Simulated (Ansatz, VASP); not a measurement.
**Sn in VASP and in Ansatz**

File INCAR:

```
PREC = Accurate ; ENCUT = 520
EDIFF = 1E-6 ; ISMEAR = -1
SIGMA = 0.05 ; LREAL = F
LASPH = T ; NELM = 80
ALGO = Normal ; ISIF = 2
LWAVE = F ; LCHARG = F
GGA = CA ; NBANDS = 21
```

KPOINTS

```
regular mesh
0
Gamma
  7 7 7
```

Contents of POSCAR:

```
Sn
1.0
    0.0000000000      3.2333428000      3.2333428000
    3.2333428000      0.0000000000      3.2333428000
    3.2333428000      3.2333428000      0.0000000000
Sn
2
Direct
    0.7500000000      0.7500000000      0.7500000000
    0.5000000000      0.5000000000      0.5000000000
```

File input.yaml:

```yaml
crystal:
  lattice:
    - [0.0, 3.2333428, 3.2333428]
    - [3.2333428, 0.0, 3.2333428]
    - [3.2333428, 3.2333428, 0.0]
  atoms:
    - { symbol: Sn, position: [0.75, 0.75, 0.75] }
    - { symbol: Sn, position: [0.5, 0.5, 0.5] }
kpoints:
  mp_grid: { grid: [7, 7, 7] }
  band_path:
    path:
      - [0.0, 0.0, 0.0]
      - [0.5, 0.0, 0.5]
      - [0.5, 0.25, 0.75]
      - [0.375, 0.375, 0.75]
      - [0.0, 0.0, 0.0]
      - [0.5, 0.5, 0.5]
      - [0.625, 0.25, 0.625]
      - [0.5, 0.25, 0.75]
    npoints: 8
scf:
  occupations: { method: fermi_dirac, width: 0.05 }
hamiltonian:
  xc: lda
  pseudopotentials: { kind: all_electron, lapw: { basis_error: 0.001 } }
output:
  forces: true
  stress: true
  eigenvalues: true
```

Alike in both runs: functional LDA; k mesh 7 × 7 × 7; occupations fermi-dirac, width 0.05 eV; no spin polarisation.

|  | VASP | Ansatz |
| --- | --- | --- |
| version | VASP 6.6.1 | Ansatz 0.2.0 |
| potentials or method | VASP PAW LDA potentials, release 64 (Sn_d), cutoff 520 eV | all-electron LAPW, scalar-relativistic |
| task | single point | band structure |

|  | VASP | Ansatz | Ansatz less VASP |
| --- | --- | --- | --- |
| gap on the k mesh at the Fermi level (eV) | none | none | - |
| pressure (GPa) | 0.2 | 0.2 | 0.00 |

LDA's correlation is that of Perdew and Zunger in VASP and of Perdew and Wang (1992) in Ansatz. A gap of «none» marks a metal or a gap that the smearing closes. Ansatz ran all-electron here, and VASP with PAW potentials.
